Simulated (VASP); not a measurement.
Set up this calculation in VASP 6.6.1, as the native input.

- Task: single point
- Functional: PBE
- Potentials or basis: VASP PAW PBE potentials, release 64 (Ti_sv, O)
- Cutoff: 520 eV
- k mesh: 8 × 8 × 8
- Occupations: fermi-dirac, width 0.05 eV
- Spin: no spin polarisation
- Dipole correction: no
- Further INCAR settings: ALGO = Normal; EDIFF = 1e-06; NBANDS = 33

The structure of TiO2 lies in POSCAR:

```
TiO2
1.0
   -1.8921000000      1.8921000000      4.7097270000
    1.8921000000     -1.8921000000      4.7097270000
    1.8921000000      1.8921000000     -4.7097270000
Ti O
2 4
Direct
    0.0000000000      0.0000000000      0.0000000000
    0.7500000000      0.2500000000      0.5000000000
    0.2081000000      0.2081000000      0.0000000000
    0.9581000000      0.4581000000      0.5000000000
    0.5419000000      0.0419000000      0.5000000000
    0.7919000000      0.7919000000      0.0000000000
```

The input as run:

INCAR

```
PREC = Accurate
ENCUT = 520
EDIFF = 1E-6
ISMEAR = -1
SIGMA = 0.05
LREAL = F
LASPH = T
NELM = 60
ALGO = Normal
ISIF = 2
LWAVE = F
LCHARG = F
GGA = PE
NBANDS = 33
```

KPOINTS

```
Automatic mesh
0
Gamma
  8 8 8
```

Potentials or basis: VASP PAW PBE potentials, release 64 (Ti_sv, O).

Run with:

```bash
$ cat potpaw_PBE.64/Ti_sv/POTCAR potpaw_PBE.64/O/POTCAR > POTCAR
$ mpirun -np 1 vasp_std > vasp.out
```

It gave:

```
Pressure               : 8.4 GPa
Largest force          : 0.332 eV/Å
Band gap on the k mesh : 2.16 eV (least direct gap 2.45 eV)
```

Caveat: the cell stands under pressure.

Run time: 4.3 min on 1 thread of Intel(R) Xeon(R) Platinum 8488C (Sapphire Rapids) (shared host), peak memory 0.29 GiB.
